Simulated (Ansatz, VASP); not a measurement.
**Zr3Si2: VASP beside Ansatz**

```
Zr Si
1.0
     7.10844    0.00000    0.00000
     0.00000    7.10844    0.00000
     0.00000    0.00000    3.70513
Zr Si
6 4
Direct
  0.17391 0.67391 0.50000
  0.82609 0.32609 0.50000
  0.32609 0.17391 0.50000
  0.67391 0.82609 0.50000
  0.00000 0.00000 0.00405
  0.50000 0.50000 0.99595
  0.62195 0.12195 0.00000
  0.37805 0.87805 0.00000
  0.87805 0.62195 0.00000
  0.12195 0.37805 0.00000
```

Change from the starting cell: mode 4 (132.3 1/cm) frozen in, largest displacement +0.015 Å.

Alike in both runs: task single point; functional r2SCAN; k mesh 6 × 6 × 10; occupations gaussian, width 0.15 eV; no spin polarisation.

|  | VASP | Ansatz |
| --- | --- | --- |
| version | VASP 6.6.1 | Ansatz 0.2.0 |
| potentials or method | VASP PAW PBE potentials, release 64 (Zr_sv, Si), cutoff 520 eV | scalar-relativistic, plane waves, PAW |
| valence electrons in the cell | 88 | 88 |

|  | VASP | Ansatz | Ansatz less VASP |
| --- | --- | --- | --- |
| gap on the k mesh at the Fermi level (eV) | none | none | - |
| pressure (GPa) | 0.0 | 0.0 | -0.01 |
| rms of the force components (eV/Å) | 0.023 | 0.023 | -0.0001 |

VASP's potentials were made for PBE, not for r2SCAN. Atom by atom the forces differ by 0.002 eV/Å (rms over components). A gap of «none» marks a metal or a gap that the smearing closes. The functional is the same, so the differences come from potentials, cutoffs and numerics.
